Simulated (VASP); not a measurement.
Wanted: the native input for a VASP 6.6.1 run.

| Property | Result |
| --- | --- |
| Task | single point |
| Functional | PBEsol |
| Dispersion | D3(BJ) |
| Potentials or basis | VASP PAW PBE potentials, release 64 (Pb_d) |
| Cutoff | 520 eV |
| k mesh | 8 × 8 × 8 |
| Occupations | fermi-dirac, width 0.1 eV |
| Spin | no spin polarisation |
| Dipole correction | no |
| Further INCAR settings | ALGO = Normal; EDIFF = 1e-06; NBANDS = 13 |

The structure of Pb lies in POSCAR:

```
Pb
1.0
    0.0000000000      2.4279401426      2.4279401426
    2.4279401426      0.0000000000      2.4279401426
    2.4279401426      2.4279401426      0.0000000000
Pb
1
Direct
    0.0000000000      0.0000000000      0.0000000000
```

The input as run:

INCAR

```
  ALGO = Normal
  EDIFF = 1E-6
  ENCUT = 520
  GGA = PS
  ISIF = 2
  ISMEAR = -1
  IVDW = 12
  LASPH = True
  LCHARG = False
  LREAL = False
  LWAVE = False
  NBANDS = 13
  NELM = 80
  PREC = Accurate
  SIGMA = 0.1
```

KPOINTS

```
k-points
0
Gamma
  8 8 8
```

Potentials or basis: VASP PAW PBE potentials, release 64 (Pb_d).

Launch:

```console
$ cat potpaw_PBE.64/Pb_d/POTCAR > POTCAR
$ mpirun -np 1 vasp_std > vasp.out
```

It gave:

```
Pressure                   : -0.1 GPa
Band gap on the k mesh     : zero (band 7 reaches 15.64 eV, above the bottom of band 8 at 6.27 eV)
Dispersion energy per atom : -0.469 eV
```

Caveat: the PAW data sets were made with another functional, which shifts forces and pressure a little; spin-orbit coupling is left out, which moves the levels of the heavy elements; pairwise dispersion overbinds metals, which lowers pressure and volume.

Run time: 4.8 s on 1 thread of Intel(R) Xeon(R) 6975P-C (Granite Rapids) (shared host), peak memory 0.16 GiB.
